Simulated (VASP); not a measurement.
The system is Si.

```
CELL_PARAMETERS angstrom
0.00000 2.71535 2.71535
2.71535 0.00000 2.71535
2.71535 2.71535 0.00000
ATOMIC_POSITIONS crystal
Si 0.50000 0.50000 0.50000
Si 0.75000 0.75000 0.75000
```

| Property | Result |
| --- | --- |
| Program | VASP 6.6.1 |
| Task | relaxation of cell and atoms |
| Functional | PBE |
| Potentials or basis | VASP PAW PBE potentials, release 64 (Si) |
| Cutoff | 600 eV |
| k mesh | 6 × 6 × 6 |
| Occupations | fermi-dirac, width 0.05 eV |
| Spin | no spin polarisation |

At the start: pressure 2.0 GPa; volume 20.02 Å³/atom.

Task: Where does the relaxation end?

Result: Over 3 steps the energy falls by 2.7 meV/atom and the volume is 20.46 Å³/atom (+2.2 %); space group Fd-3m (No. 227, to 0.05 Å).

Step by step:
| step | energy change (eV) | largest force (eV/Å) | pressure (GPa) | volume (Å³) |
| --- | --- | --- | --- | --- |
| 1 | 0.0000 | 0.0000 | 2.03 | 40.04 |
| 2 | -0.0029 | 0.0000 | -1.28 | 41.53 |
| 3 | -0.0054 | 0.0000 | 0.01 | 40.91 |

Final structure:
```cif
data_structure
_symmetry_space_group_name_H-M 'P 1'
_symmetry_Int_Tables_number 1
_cell_length_a 3.8678
_cell_length_b 3.8678
_cell_length_c 3.8678
_cell_angle_alpha 60.000
_cell_angle_beta 60.000
_cell_angle_gamma 60.000
_cell_volume 40.91
loop_
_atom_site_label
_atom_site_type_symbol
_atom_site_fract_x
_atom_site_fract_y
_atom_site_fract_z
_atom_site_occupancy
Si1 Si 0.50000 0.50000 0.50000 1
Si2 Si 0.75000 0.75000 0.75000 1
```
